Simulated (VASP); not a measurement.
# MgS (F-43m) in VASP: notebook

MgS is run at these levels: HSE06, PBE0, HF; tasks: single point.

Everything below comes from runs of VASP 6.6.1. Logs are shortened: lines on timing, memory, paths and dates and some standing lists are left out, and cuts for length are marked.

### 1 The cell of the first run

The structure is cubic, space group F-43m (No. 216). Conventional cell: a = 5.662 Å, b = 5.662 Å, c = 5.662 Å, α = 90.00°, β = 90.00°, γ = 90.00°. Within 3.2 Å of Mg (site symmetry -43m) lie 4 S at 2.45 Å. S (site symmetry -43m) has 4 Mg at 2.45 Å within 3.2 Å.

### 2 Single point, HSE06

POSCAR

```
MgS
1.0
    0.0000000000      2.8308768410      2.8308768410
    2.8308768410      0.0000000000      2.8308768410
    2.8308768410      2.8308768410      0.0000000000
Mg S
1 1
Direct
    0.0000000000      0.0000000000      0.0000000000
    0.2500000000      0.2500000000      0.2500000000
```

INCAR.step1

```
PREC = Accurate ; ENCUT = 520
EDIFF = 1E-5 ; ISMEAR = 0
SIGMA = 0.01 ; LREAL = F
LASPH = T ; NELM = 60
ALGO = Normal ; ISIF = 2
LWAVE = T ; LCHARG = F
GGA = PE ; NBANDS = 11
```

INCAR.step2

```
PREC = Accurate ; ENCUT = 520
EDIFF = 1E-6 ; ISMEAR = 0
SIGMA = 0.01 ; LREAL = F
LASPH = T ; NELM = 60
ALGO = Normal ; ISIF = 2
LWAVE = F ; LCHARG = F
GGA = PE ; LHFCALC = T
HFSCREEN = 0.2079 ; PRECFOCK = Normal
ISTART = 1 ; NBANDS = 11
```

KPOINTS

```
Automatic mesh
0
Gamma
  6 6 6
```

Potentials or basis: VASP PAW PBE potentials, release 64 (Mg, S).

Launch:

```console
$ cat potpaw_PBE.64/Mg/POTCAR potpaw_PBE.64/S/POTCAR > POTCAR
$ cp INCAR.step1 INCAR
$ mpirun -np 1 vasp_std > vasp.out
$ cp INCAR.step2 INCAR
$ mpirun -np 1 vasp_std > vasp.out
```

OUTCAR:

```text
PREC = Accurate
   ENCUT = 520
   EDIFF = 1E-6
   ISMEAR = 0
   LREAL = F
   LASPH = T
   NELM = 60
   ISIF = 2
   GGA = PE
   LHFCALC = T
   HFSCREEN = 0.2079
   PRECFOCK = Normal
   ISTART = 1

 ion  position               nearest neighbor table
   1  0.000  0.000  0.000-   2 2.45   2 2.45   2 2.45   2 2.45
   2  0.250  0.250  0.250-   1 2.45   1 2.45   1 2.45   1 2.45

  LATTYP: Found a face centered cubic cell.
 ALAT       =     5.6617536820

  Lattice vectors:

 A1 = (   0.0000000000,   2.8308768410,   2.8308768410)
 A2 = (   2.8308768410,   0.0000000000,   2.8308768410)
 A3 = (   2.8308768410,   2.8308768410,   0.0000000000)

Analysis of symmetry for initial positions (statically):
=====================================================================
 Subroutine PRICEL returns:
 Original cell was already a primitive cell.

 Routine SETGRP: Setting up the symmetry group for a
 face centered cubic supercell.

 Subroutine GETGRP returns: Found 24 space group operations
 (whereof 24 operations were pure point group operations)
 out of a pool of 48 trial point group operations.

The static configuration has the point symmetry T_d .

Analysis of symmetry for dynamics (positions and initial velocities):
=====================================================================
 Subroutine PRICEL returns:
 Original cell was already a primitive cell.

 Routine SETGRP: Setting up the symmetry group for a
 face centered cubic supercell.

 Subroutine GETGRP returns: Found 24 space group operations
 (whereof 24 operations were pure point group operations)
 out of a pool of 48 trial point group operations.

The dynamic configuration has the point symmetry T_d .

 Subroutine INISYM returns: Found 24 space group operations
 (whereof 24 operations are pure point group operations),
 and found     1 'primitive' translations

----------------------------------------------------------------------------------------

                                     Primitive cell

  volume of cell :      45.3725

  direct lattice vectors                    reciprocal lattice vectors
     0.000000000  2.830876841  2.830876841    -0.176623721  0.176623721  0.176623721
     2.830876841  0.000000000  2.830876841     0.176623721 -0.176623721  0.176623721
     2.830876841  2.830876841  0.000000000     0.176623721  0.176623721 -0.176623721

  length of vectors
     4.003464422  4.003464422  4.003464422     0.305921258  0.305921258  0.305921258

  position of ions in fractional coordinates (direct lattice)
     0.000000000  0.000000000  0.000000000
     0.250000000  0.250000000  0.250000000

  ion indices of the primitive-cell ions
   primitive index   ion index
                 1           1
                 2           2

----------------------------------------------------------------------------------------

 KPOINTS: Automatic mesh

Automatic generation of k-mesh.
 Grid dimensions read from file:
 generate k-points for:    6    6    6

 Generating k-lattice:

  Cartesian coordinates                     Fractional coordinates (reciprocal lattice)
    -0.029437287  0.029437287  0.029437287     0.166666667  0.000000000  0.000000000
     0.029437287 -0.029437287  0.029437287     0.000000000  0.166666667  0.000000000
     0.029437287  0.029437287 -0.029437287     0.000000000  0.000000000  0.166666667

  Length of vectors
     0.050986876  0.050986876  0.050986876

  Shift w.r.t. Gamma in fractional coordinates (k-lattice)
     0.000000000  0.000000000  0.000000000

 Subroutine IBZKPT returns following result:
 ===========================================

 Found     16 irreducible k-points:

 Following reciprocal coordinates:
            Coordinates               Weight
  0.000000  0.000000  0.000000      1.000000
  0.166667  0.000000  0.000000      8.000000
  0.333333  0.000000  0.000000      8.000000
  0.500000  0.000000  0.000000      4.000000
  0.166667  0.166667  0.000000      6.000000
  0.333333  0.166667  0.000000     24.000000
[... 8 lines left out ...]
 -0.333333  0.333333  0.166667     24.000000
 -0.333333  0.500000  0.166667     12.000000
   k-points           NKPTS =     16   k-points in BZ     NKDIM =    216   number of bands    NBANDS=     11
   number of dos      NEDOS =    301   number of ions     NIONS =      2
   total plane-waves  NPLWV =  27000
   dimension x,y,z NGX =    30 NGY =   30 NGZ =   30
   dimension x,y,z NGXF=    60 NGYF=   60 NGZF=   60
   ions per type =               1   1
   NGX,Y,Z   is equivalent  to a cutoff of  12.46, 12.46, 12.46 a.u.
   NGXF,Y,Z  is equivalent  to a cutoff of  24.92, 24.92, 24.92 a.u.
 SYSTEM =  unknown system
   PREC   = accura    normal or accurate (medium, high low for compatibility)
   ISTART =      1    job   : 0-new  1-cont  2-samecut
   ICHARG =      0    charge: 1-file 2-atom 10-const
   ISPIN  =      1    spin polarized calculation?
   LNONCOLLINEAR =      F non collinear calculations
   LSORBIT =      F    spin-orbit coupling
   LASPH  =      T    aspherical Exc in radial PAW
   ENCUT  =  520.0 eV  38.22 Ry    6.18 a.u.   7.44  7.44  7.44*2*pi/ulx,y,z
   NELM   =     60;   NELMIN=  2; NELMDL=  0     # of ELM steps
   EDIFF  = 0.1E-05   stopping-criterion for ELM
   LREAL  =      F    real-space projection
   EDIFFG = 0.1E-04   stopping-criterion for IOM
   NSW    =      0    number of steps for IOM
   IBRION =     -1    ionic relax: 0-MD 1-quasi-New 2-CG
   NFREE  =      0    steps in history (QN), initial steepest desc. (CG)
   ISIF   =      2    stress and relaxation
   ISYM   =      3    0-nonsym 1-usesym 2-fastsym
   POTIM  = 0.5000    time-step for ionic-motion
   TEBEG  =    0.0;   TEEND  =   0.0 temperature during run
   PSTRESS=    0.0 pullay stress
   NELECT =       8.0000    total number of electrons
   NUPDOWN=      -1.0000    fix difference up-down
   EMIN   =  10.00;   EMAX   =-10.00  energy-range for DOS
   EFERMI =   0.00;   METHOD = LEGACY
   ISMEAR =     0;   SIGMA  =   0.01  broadening in eV -4-tet -1-fermi 0-gaus
   EFERMI_NEDOS =   21; number of points for ismear=-14 and -15
   IALGO  =     38    algorithm
   IMIX   =      1    mixing-type and parameters
     AMIX     =   0.40;   BMIX     =  1.00
     AMIX_MAG =   1.60;   BMIX_MAG =  1.00
  volume/ion in A,a.u.               =      22.69       153.09
  Fermi-wavevector in a.u.,A,eV,Ry     =   0.917995  1.734760 11.465842  0.842716
  Thomas-Fermi vector in A             =   2.043027
   LORBIT       =      0    0 simple, 1 ext, 2 COOP (PROOUT), +10 PAW based schemes
   GGA     = PE    functional components
   LHFCALC =     T    Hartree Fock is set to
   PRECFOCK=normal    Normal, Fast or Accurate (Low or Medium for compatibility)
   ENCUT4O =  -1.0   cutoff for four orbital integrals eV
   NKREDX  =     1    reduce k-point grid by
   NKREDY  =     1    reduce k-point grid by
   NKREDZ  =     1    reduce k-point grid by
   AEXX    =    0.2500 exact exchange contribution
   HFSCREEN=    0.2079 screening length (either q_TF or 0.3 A-1)
   HFSCREENC=   0.2079 screening length for correlation (either q_TF or 0.3 A-1)
   ENCUTFOCK=  -1.0 apply spherical cutoff to Coloumb kernel
   IVDW    =     0    specifies the selected vdW correction
   LEPSILON=     F    determine dielectric tensor
   LRPA    =     F    only Hartree local field effects (RPA)
 non-spin polarized calculation
 Gauss-broadening in eV      SIGMA  =   0.01
  energy-cutoff  :      520.00
  volume of cell :       45.37
 maximum number of plane-waves:      1243
 NGX is ok and might be reduce to    30
  NGX = 24; NGY = 24; NGZ = 24

 number of electron       8.0000001 magnetization

 Free energy of the ion-electron system (eV)
  ---------------------------------------------------
  ext. energy  EPLUGINS =         0.00000000
  ---------------------------------------------------
  free energy    TOTEN  =        -9.84573709 eV

  energy without entropy =       -9.84573709  energy(sigma->0) =       -9.84573709

 E-fermi :   0.3879     XC(G=0):  -7.0199

 val. band max:        0.3307664768   @ k =   0.0000   0.0000   0.0000
 cond. band min:       4.8418225586   @ k =   0.0000   0.0000   0.0000
 fundamental gap:      4.5110560819
 Fermi energy:         0.3878946494

 k-point     1 :       0.0000    0.0000    0.0000
  band No.  band energies     occupation
      1     -12.0926      2.00000
      2       0.3308      2.00000
      3       0.3308      2.00000
      4       0.3308      2.00000
      5       4.8418      0.00000
      6       9.5147      0.00000
      7       9.5147      0.00000
      8       9.5147      0.00000
      9      12.5286      0.00000
     10      12.5286      0.00000
     11      15.3764      0.00000

 k-point     2 :       0.1667    0.0000    0.0000
  band No.  band energies     occupation
      1     -11.9261      2.00000
      2      -0.7870      2.00000
      3       0.2331      2.00000
      4       0.2331      2.00000
      5       5.8672      0.00000
      6       9.2501      0.00000
      7       9.7819      0.00000
      8       9.7819      0.00000
      9      11.8861      0.00000
     10      11.8861      0.00000
     11      14.3710      0.00000

 k-point     3 :       0.3333    0.0000    0.0000
  band No.  band energies     occupation
      1     -11.5536      2.00000
      2      -2.3840      2.00000
      3       0.0540      2.00000
      4       0.0540      2.00000
      5       6.5861      0.00000
      6       9.4693      0.00000
      7       9.4693      0.00000
      8       9.7500      0.00000
      9      12.9110      0.00000
     10      12.9110      0.00000
     11      13.7348      0.00000
[... 155 lines left out ...]
 k-point    15 :      -0.3333    0.3333    0.1667
  band No.  band energies     occupation
      1     -11.1556      2.00000
      2      -2.4189      2.00000
      3      -1.4640      2.00000
      4      -0.6323      2.00000
      5       7.1656      0.00000
      6       8.5627      0.00000
      7      10.0360      0.00000
      8      10.9205      0.00000
      9      12.9616      0.00000
     10      14.8403      0.00000
     11      16.1737      0.00000

 k-point    16 :      -0.3333    0.5000    0.1667
  band No.  band energies     occupation
      1     -11.0917      2.00000
      2      -2.3840      2.00000
      3      -1.3550      2.00000
      4      -1.0199      2.00000
      5       6.3311      0.00000
      6       8.3500      0.00000
      7      11.0241      0.00000
      8      11.0765      0.00000
      9      14.3508      0.00000
     10      15.6753      0.00000
     11      15.7944      0.00000

------------------------ aborting loop because EDIFF is reached ----------------------------------------

  FORCE on cell =-STRESS in cart. coord.  units (eV):
  Direction    XX          YY          ZZ          XY          YZ          ZX
  --------------------------------------------------------------------------------------
  -------------------------------------------------------------------------------------
  Total       -0.0379419     -0.0379419     -0.0379419      0.0000000      0.0000000      0.0000000
  in kB       -1.3397900     -1.3397900     -1.3397900      0.0000000      0.0000000      0.0000000
  external PRESSURE =      -1.3397900 kB  Pullay stress =       0.0000000 kB

 VOLUME and BASIS-vectors are now :
 -----------------------------------------------------------------------------
  energy-cutoff  :      520.00
  volume of cell :       45.37
      direct lattice vectors                 reciprocal lattice vectors
     0.000000000  2.830876841  2.830876841    -0.176623721  0.176623721  0.176623721
     2.830876841  0.000000000  2.830876841     0.176623721 -0.176623721  0.176623721
     2.830876841  2.830876841  0.000000000     0.176623721  0.176623721 -0.176623721

 POSITION                                       TOTAL-FORCE (eV/Angst)
 -----------------------------------------------------------------------------------
      0.00000      0.00000      0.00000         0.000000      0.000000      0.000000
      1.41544      1.41544      1.41544        -0.000000     -0.000000     -0.000000
 -----------------------------------------------------------------------------------
    total drift:                               -0.000000      0.000001      0.000001

  FREE ENERGIE OF THE ION-ELECTRON SYSTEM (eV)
  ---------------------------------------------------
  free  energy   TOTEN  =        -9.8457370857 eV

  energy  without entropy=       -9.8457370857  energy(sigma->0) =       -9.84573709
```

Run time: 18 min. Hardware: 1 thread of Intel Xeon 8259CL, shared host; peak memory 0.3 GiB.

Results:

* Free energy: -9.8457 eV
* Pressure: -0.1 GPa
* Band gap on the k mesh: 4.51 eV

Caveat: the PAW data sets were made with another functional, which shifts forces and pressure a little.

(Part 1 of 2 ends here.)
